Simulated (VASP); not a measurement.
# Pt (Fm-3m) in VASP: notebook

The runs below take Pt through single point, with PBE.

All numbers are computed with VASP 6.6.1; they aren't measurements. Logs are shortened: lines on timing, memory, paths and dates and some standing lists are left out, and cuts for length are marked.

## (1) The cell of the first run

It takes space group Fm-3m (No. 225, cubic). The conventional cell has a = 3.916 Å, b = 3.916 Å, c = 3.916 Å, α = 90.00°, β = 90.00°, γ = 90.00°. Pt (site symmetry m-3m) has 12 Pt at 2.77 Å within 3.6 Å.

## (2) Single point, PBE

Contents of INCAR:

```
SYSTEM = Pt
  ALGO = Fast
  EDIFF = 1E-6
  ENCUT = 520
  GGA = PE
  ISIF = 2
  ISMEAR = -1
  LASPH = .TRUE.
  LCHARG = .FALSE.
  LREAL = .FALSE.
  LWAVE = .FALSE.
  NBANDS = 11
  NELM = 60
  PREC = Accurate
  SIGMA = 0.02
```

Contents of KPOINTS:

```
k-points
0
G
  20 20 20
  0 0 0
```

Contents of POSCAR:

```
Pt
1.0
    0.0000000000      1.9579000000      1.9579000000
    1.9579000000      0.0000000000      1.9579000000
    1.9579000000      1.9579000000      0.0000000000
Pt
1
Direct
    0.0000000000      0.0000000000      0.0000000000
```

Potentials or basis: VASP PAW PBE potentials, release 64 (Pt).

Started as:

```bash
$ cat potpaw_PBE.64/Pt/POTCAR > POTCAR
$ mpirun -np 1 vasp_std > vasp.out
```

OUTCAR:

```text
SYSTEM = Pt
   EDIFF = 1E-6
   ENCUT = 520
   GGA = PE
   ISIF = 2
   ISMEAR = -1
   LASPH = .TRUE.
   LREAL = .FALSE.
   NELM = 60
   PREC = Accurate

 ion  position               nearest neighbor table
   1  0.000  0.000  0.000-

  LATTYP: Found a face centered cubic cell.
 ALAT       =     3.9158000000

  Lattice vectors:

 A1 = (   0.0000000000,   1.9579000000,   1.9579000000)
 A2 = (   1.9579000000,   0.0000000000,   1.9579000000)
 A3 = (   1.9579000000,   1.9579000000,   0.0000000000)

Analysis of symmetry for initial positions (statically):
=====================================================================
 Subroutine PRICEL returns:
 Original cell was already a primitive cell.

 Routine SETGRP: Setting up the symmetry group for a
 face centered cubic supercell.

 Subroutine GETGRP returns: Found 48 space group operations
 (whereof 48 operations were pure point group operations)
 out of a pool of 48 trial point group operations.

The static configuration has the point symmetry O_h .

Analysis of symmetry for dynamics (positions and initial velocities):
=====================================================================
 Subroutine PRICEL returns:
 Original cell was already a primitive cell.

 Routine SETGRP: Setting up the symmetry group for a
 face centered cubic supercell.

 Subroutine GETGRP returns: Found 48 space group operations
 (whereof 48 operations were pure point group operations)
 out of a pool of 48 trial point group operations.

The dynamic configuration has the point symmetry O_h .

 Subroutine INISYM returns: Found 48 space group operations
 (whereof 48 operations are pure point group operations),
 and found     1 'primitive' translations

----------------------------------------------------------------------------------------

                                     Primitive cell

  volume of cell :      15.0107

  direct lattice vectors                    reciprocal lattice vectors
     0.000000000  1.957900000  1.957900000    -0.255375658  0.255375658  0.255375658
     1.957900000  0.000000000  1.957900000     0.255375658 -0.255375658  0.255375658
     1.957900000  1.957900000  0.000000000     0.255375658  0.255375658 -0.255375658

  length of vectors
     2.768888734  2.768888734  2.768888734     0.442323614  0.442323614  0.442323614

  position of ions in fractional coordinates (direct lattice)
     0.000000000  0.000000000  0.000000000

  ion indices of the primitive-cell ions
   primitive index   ion index
                 1           1

----------------------------------------------------------------------------------------

 KPOINTS: k-points

Automatic generation of k-mesh.
 Grid dimensions read from file:
 generate k-points for:   20   20   20

 Generating k-lattice:

  Cartesian coordinates                     Fractional coordinates (reciprocal lattice)
    -0.012768783  0.012768783  0.012768783     0.050000000  0.000000000  0.000000000
     0.012768783 -0.012768783  0.012768783     0.000000000  0.050000000  0.000000000
     0.012768783  0.012768783 -0.012768783     0.000000000  0.000000000  0.050000000

  Length of vectors
     0.022116181  0.022116181  0.022116181

  Shift w.r.t. Gamma in fractional coordinates (k-lattice)
     0.000000000  0.000000000  0.000000000

 Subroutine IBZKPT returns following result:
 ===========================================

 Found    256 irreducible k-points:

 Following reciprocal coordinates:
            Coordinates               Weight
  0.000000  0.000000  0.000000      1.000000
  0.050000  0.000000  0.000000      8.000000
  0.100000  0.000000  0.000000      8.000000
  0.150000  0.000000  0.000000      8.000000
  0.200000  0.000000  0.000000      8.000000
  0.250000  0.000000  0.000000      8.000000
[... 16 lines left out ...]
 -0.400000  0.050000  0.000000     24.000000
 -0.350000  0.050000  0.000000     24.000000
 [... further k-points ...]
   k-points           NKPTS =    256   k-points in BZ     NKDIM =    256   number of bands    NBANDS=     11
   number of dos      NEDOS =    301   number of ions     NIONS =      1
   total plane-waves  NPLWV =  13824
   dimension x,y,z NGX =    24 NGY =   24 NGZ =   24
   dimension x,y,z NGXF=    48 NGYF=   48 NGZF=   48
   ions per type =               1
   NGX,Y,Z   is equivalent  to a cutoff of  14.41, 14.41, 14.41 a.u.
   NGXF,Y,Z  is equivalent  to a cutoff of  28.82, 28.82, 28.82 a.u.
 SYSTEM =  Pt
   PREC   = accura    normal or accurate (medium, high low for compatibility)
   ISTART =      0    job   : 0-new  1-cont  2-samecut
   ICHARG =      2    charge: 1-file 2-atom 10-const
   ISPIN  =      1    spin polarized calculation?
   LNONCOLLINEAR =      F non collinear calculations
   LSORBIT =      F    spin-orbit coupling
   LASPH  =      T    aspherical Exc in radial PAW
   ENCUT  =  520.0 eV  38.22 Ry    6.18 a.u.   5.15  5.15  5.15*2*pi/ulx,y,z
   NELM   =     60;   NELMIN=  2; NELMDL= -5     # of ELM steps
   EDIFF  = 0.1E-05   stopping-criterion for ELM
   LREAL  =      F    real-space projection
[... 7 lines left out ...]
   TEBEG  =    0.0;   TEEND  =   0.0 temperature during run
   PSTRESS=    0.0 pullay stress
   NELECT =      10.0000    total number of electrons
   NUPDOWN=      -1.0000    fix difference up-down
   EMIN   =  10.00;   EMAX   =-10.00  energy-range for DOS
   EFERMI =   0.00;   METHOD = LEGACY
   ISMEAR =    -1;   SIGMA  =   0.02  broadening in eV -4-tet -1-fermi 0-gaus
   EFERMI_NEDOS =   21; number of points for ismear=-14 and -15
   IALGO  =     68    algorithm
   IMIX   =      4    mixing-type and parameters
     AMIX     =   0.40;   BMIX     =  1.00
     AMIX_MAG =   1.60;   BMIX_MAG =  1.00
  volume/ion in A,a.u.               =      15.01       101.30
  Fermi-wavevector in a.u.,A,eV,Ry     =   1.429797  2.701924 27.814648  2.044319
  Thomas-Fermi vector in A             =   2.549712
   LORBIT       =      0    0 simple, 1 ext, 2 COOP (PROOUT), +10 PAW based schemes
   GGA     = PE    functional components
   LHFCALC =     F    Hartree Fock is set to
   AEXX    =    0.0000 exact exchange contribution
   IVDW    =     0    specifies the selected vdW correction
   LEPSILON=     F    determine dielectric tensor
   LRPA    =     F    only Hartree local field effects (RPA)
 non-spin polarized calculation
 RMM-DIIS sequential band-by-band and
  energy-cutoff  :      520.00
  volume of cell :       15.01
 maximum number of plane-waves:       419
 NGX is ok and might be reduce to    24
   NGX = 11   NGY = 11   NGZ = 11

 number of electron      10.0000000 magnetization

 number of electron       9.9999999 magnetization

 Free energy of the ion-electron system (eV)
  ---------------------------------------------------
  ext. energy  EPLUGINS =         0.00000000
  ---------------------------------------------------
  free energy    TOTEN  =        -6.08071626 eV

  energy without entropy =       -6.07859683  energy(sigma->0) =       -6.07965654

 E-fermi :  11.3600     XC(G=0): -13.5182

 val. band max:       11.3524249399   @ k =  -0.4500   0.1000   0.0500
 cond. band min:      11.3636804944   @ k =   0.5000   0.5000   0.0000
 fundamental gap:      0.0112555545
 Fermi energy:        11.3599937538

 k-point     1 :       0.0000    0.0000    0.0000
  band No.  band energies     occupation
      1       1.0859      2.00000
      2       7.5398      2.00000
      3       7.5398      2.00000
      4       7.5398      2.00000
      5       9.7129      2.00000
      6       9.7129      2.00000
      7      25.9807      0.00000
      8      30.9751      0.00000
      9      30.9751      0.00000
     10      30.9751      0.00000
     11      36.3360      0.00000

 k-point     2 :       0.0500    0.0000    0.0000
  band No.  band energies     occupation
      1       1.1874      2.00000
      2       7.4936      2.00000
      3       7.5807      2.00000
      4       7.5807      2.00000
      5       9.6894      2.00000
      6       9.6894      2.00000
      7      26.1405      0.00000
      8      30.4206      0.00000
      9      31.1318      0.00000
     10      31.1318      0.00000
     11      36.9555      0.00000

 k-point     3 :       0.1000    0.0000    0.0000
  band No.  band energies     occupation
      1       1.4845      2.00000
      2       7.3711      2.00000
      3       7.6910      2.00000
      4       7.6910      2.00000
      5       9.6350      2.00000
      6       9.6350      2.00000
      7      26.5854      0.00000
      8      29.2089      0.00000
      9      31.5907      0.00000
     10      31.5907      0.00000
     11      37.9494      0.00000

 k-point     4 :       0.1500    0.0000    0.0000
  band No.  band energies     occupation
      1       1.9523      2.00000
      2       7.2194      2.00000
      3       7.8291      2.00000
      4       7.8291      2.00000
      5       9.6002      2.00000
      6       9.6002      2.00000
      7      27.1933      0.00000
      8      27.7977      0.00000
      9      32.3157      0.00000
     10      32.3157      0.00000
     11      36.9180      0.00000

 k-point     5 :       0.2000    0.0000    0.0000
  band No.  band energies     occupation
      1       2.5374      2.00000
      2       7.1181      2.00000
      3       7.9231      2.00000
      4       7.9231      2.00000
      5       9.6653      2.00000
      6       9.6653      2.00000
      7      26.2937      0.00000
      8      27.7144      0.00000
      9      33.2309      0.00000
     10      33.2309      0.00000
     11      35.4424      0.00000
[... 211 lines left out ...]
 k-point    21 :       0.5000    0.0500    0.0000
  band No.  band energies     occupation
      1       4.0631      2.00000
      2       7.4067      2.00000
      3       7.5462      2.00000
      4      10.1326      2.00000
      5      11.4046      0.19374
      6      12.1054      0.00000
      7      17.2804      0.00000
      8      25.7099      0.00000
      9      30.1952      0.00000
     10      30.2393      0.00000
     11      39.6758      0.00000

 k-point    22 :      -0.4500    0.0500    0.0000
  band No.  band energies     occupation
      1       4.0645      2.00000
      2       7.4256      2.00000
      3       7.5457      2.00000
      4      10.0612      2.00000
      5      11.2773      1.96853
      6      12.0667      0.00000
      7      17.5036      0.00000
      8      25.7467      0.00000
      9      30.0312      0.00000
     10      30.5665      0.00000
     11      39.3686      0.00000

 k-point    23 :      -0.4000    0.0500    0.0000
  band No.  band energies     occupation
      1       4.0604      2.00000
      2       7.4988      2.00000
      3       7.5996      2.00000
      4       9.4026      2.00000
      5      10.9797      2.00000
      6      11.6713      0.00000
      7      18.7747      0.00000
      8      26.0030      0.00000
      9      30.3104      0.00000
     10      31.3517      0.00000
     11      38.2592      0.00000

 k-point    24 :      -0.3500    0.0500    0.0000
  band No.  band energies     occupation
      1       4.0066      2.00000
      2       7.6124      2.00000
      3       7.7007      2.00000
      4       8.4760      2.00000
      5      10.5682      2.00000
      6      11.2281      1.99727
      7      20.5123      0.00000
      8      26.4710      0.00000
      9      30.9589      0.00000
     10      32.5434      0.00000
     11      36.7655      0.00000

 [... further k-points ...]

------------------------ aborting loop because EDIFF is reached ----------------------------------------

  FORCE on cell =-STRESS in cart. coord.  units (eV):
  Direction    XX          YY          ZZ          XY          YZ          ZX
  --------------------------------------------------------------------------------------
  -------------------------------------------------------------------------------------
  Total        1.0147260      1.0147260      1.0147260      0.0000000      0.0000000      0.0000000
  in kB      108.3073308    108.3073308    108.3073308      0.0000000      0.0000000      0.0000000
  external PRESSURE =     108.3073308 kB  Pullay stress =       0.0000000 kB

 VOLUME and BASIS-vectors are now :
 -----------------------------------------------------------------------------
  energy-cutoff  :      520.00
  volume of cell :       15.01
      direct lattice vectors                 reciprocal lattice vectors
     0.000000000  1.957900000  1.957900000    -0.255375658  0.255375658  0.255375658
     1.957900000  0.000000000  1.957900000     0.255375658 -0.255375658  0.255375658
     1.957900000  1.957900000  0.000000000     0.255375658  0.255375658 -0.255375658

 POSITION                                       TOTAL-FORCE (eV/Angst)
 -----------------------------------------------------------------------------------
      0.00000      0.00000      0.00000         0.000000     -0.000000      0.000000
 -----------------------------------------------------------------------------------
    total drift:                               -0.000000      0.000000     -0.000000

  FREE ENERGIE OF THE ION-ELECTRON SYSTEM (eV)
  ---------------------------------------------------
  free  energy   TOTEN  =        -6.0807162561 eV

  energy  without entropy=       -6.0785968267  energy(sigma->0) =       -6.07965654
```

Wall time 20 s (1 thread of Intel Xeon Platinum 8559C (Emerald Rapids), shared host); peak memory 0.17 GiB.

Results:

```
Free energy            : -6.0807 eV
Pressure               : 10.8 GPa
Band gap on the k mesh : zero (band 5 reaches 11.86 eV, above the bottom of band 6 at 9.60 eV)
```

Caveat: spin-orbit coupling is left out, which moves the levels of the heavy elements.

## (3) Single point, PBE

Contents of INCAR:

```
ALGO = Normal ; EDIFF = 1E-6
ENCUT = 520 ; GGA = PE
ISIF = 2 ; ISMEAR = -1
LASPH = True ; LCHARG = False
LREAL = False ; LWAVE = False
NBANDS = 11 ; NELM = 80
PREC = Accurate ; SIGMA = 0.02
```

Contents of KPOINTS:

```
k-points
0
Gamma
  24 24 24
```

POSCAR is that of step 2.

Potentials or basis: VASP PAW PBE potentials, release 64 (Pt).

Started as:

```bash
$ cat potpaw_PBE.64/Pt/POTCAR > POTCAR
$ mpirun -np 1 vasp_std > vasp.out
```

Run time: 25 s. Hardware: 1 thread of Intel Xeon Platinum 8559C (Emerald Rapids), shared host; peak memory 0.19 GiB.

Results (log left out):

| Item | Value |
| --- | --- |
| Free energy | -6.0785 eV |
| Pressure | 10.9 GPa |
| Band gap on the k mesh | zero (band 5 reaches 11.86 eV, above the bottom of band 6 at 9.60 eV) |

Levels at points of the mesh, in eV from the Fermi level:
| k point | band 3 | band 4 | band 5 | band 6 | band 7 | band 8 |
| --- | --- | --- | --- | --- | --- | --- |
| (0.00, 0.00, 0.00) | -3.81 | -3.81 | -1.64 | -1.64 | 14.63 | 19.63 |
| (0.50, 0.00, 0.00) | -3.87 | -0.48 | 0.05 | 0.05 | 5.89 | 14.20 |
| (0.50, 0.50, 0.00) | 0.01 | 0.51 | 0.51 | 1.78 | 8.94 | 11.42 |

Caveat: spin-orbit coupling is left out, which moves the levels of the heavy elements.
